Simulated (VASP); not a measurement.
Set up this calculation in VASP 6.6.1, as the native input.

```
Task                   : single point
Functional             : r2SCAN
Potentials or basis    : VASP PAW PBE potentials, release 64 (In_d, P)
Cutoff                 : 550 eV
k mesh                 : 5 × 5 × 5
Occupations            : fermi-dirac, width 0.05 eV
Spin                   : no spin polarisation
Dipole correction      : no
Further INCAR settings : ALGO = Normal; EDIFF = 1e-06; NBANDS = 38
```

InP3:

```
In P
1.0
     3.72450    2.15034    3.29500
    -3.72450    2.15034    3.29500
     0.00000   -4.30068    3.29500
In P
2 6
Cartesian
  0.0000 0.0000 7.1617
  0.0000 0.0000 2.7233
  0.0000 -2.3864 3.8420
  2.0667 1.1932 3.8420
  -2.0667 1.1932 3.8420
  -2.0667 -1.1932 6.0430
  0.0000 2.3864 6.0430
  2.0667 -1.1932 6.0430
```

The input as run:

POSCAR

```
InP3
1.0
    3.7245000000      2.1503410776      3.2950000000
   -3.7245000000      2.1503410776      3.2950000000
    0.0000000000     -4.3006821552      3.2950000000
In P
2 6
Direct
    0.7245000000      0.7245000000      0.7245000000
    0.2755000000      0.2755000000      0.2755000000
    0.2037000000      0.2037000000      0.7586000000
    0.7586000000      0.2037000000      0.2037000000
    0.2037000000      0.7586000000      0.2037000000
    0.2414000000      0.7963000000      0.7963000000
    0.7963000000      0.7963000000      0.2414000000
    0.7963000000      0.2414000000      0.7963000000
```

INCAR.step1

```
SYSTEM = InP3
ALGO     = Normal         ! electronic algorithm
EDIFF    = 1E-5           ! SCF threshold, eV
ENCUT    = 550            ! plane-wave cutoff, eV
GGA      = PE             ! functional
GGA_COMPAT= .FALSE.      
ISMEAR   = -1             ! smearing method
LASPH    = .TRUE.         ! aspherical terms in the spheres
LCHARG   = .FALSE.        ! write CHGCAR
LREAL    = .FALSE.        ! projectors in reciprocal space
LWAVE    = .TRUE.         ! write WAVECAR
NBANDS   = 38             ! bands
NELM     = 120            ! most SCF steps
PREC     = Accurate       ! precision mode
SIGMA    = 0.05           ! smearing width, eV
```

INCAR.step2

```
SYSTEM = InP3
ALGO     = Normal         ! electronic algorithm
EDIFF    = 1E-6           ! SCF threshold, eV
ENCUT    = 550            ! plane-wave cutoff, eV
GGA_COMPAT= .FALSE.      
ISIF     = 2              ! what is computed and relaxed
ISMEAR   = -1             ! smearing method
ISTART   = 1            
LASPH    = .TRUE.         ! aspherical terms in the spheres
LCHARG   = .FALSE.        ! write CHGCAR
LMIXTAU  = .TRUE.       
LREAL    = .FALSE.        ! projectors in reciprocal space
LWAVE    = .FALSE.        ! write WAVECAR
METAGGA  = R2SCAN         ! meta-GGA
NBANDS   = 38             ! bands
NELM     = 120            ! most SCF steps
PREC     = Accurate       ! precision mode
SIGMA    = 0.05           ! smearing width, eV
```

KPOINTS

```
k-points
0
G
  5 5 5
  0 0 0
```

Potentials or basis: VASP PAW PBE potentials, release 64 (In_d, P).

Launch:

```console
$ cat potpaw_PBE.64/In_d/POTCAR potpaw_PBE.64/P/POTCAR > POTCAR
$ cp INCAR.step1 INCAR
$ mpirun -np 1 vasp_std > vasp.out
$ cp INCAR.step2 INCAR
$ mpirun -np 1 vasp_std > vasp.out
```

Results of the run:

```
Pressure               : 1.1 GPa
Largest force          : 0.177 eV/Å
Band gap on the k mesh : zero (bands 28 and 29 overlap by 0.01 eV)
```

Caveat: semilocal functionals underestimate gaps, and a narrow one can read as zero; the PAW data sets were made with another functional, which shifts forces and pressure a little; spin-orbit coupling is left out, which moves the levels of the heavy elements.

It took 9.1 min on 1 thread of Oxide Virtual Turin-like Processor, on a shared host, peak memory 0.3 GiB.
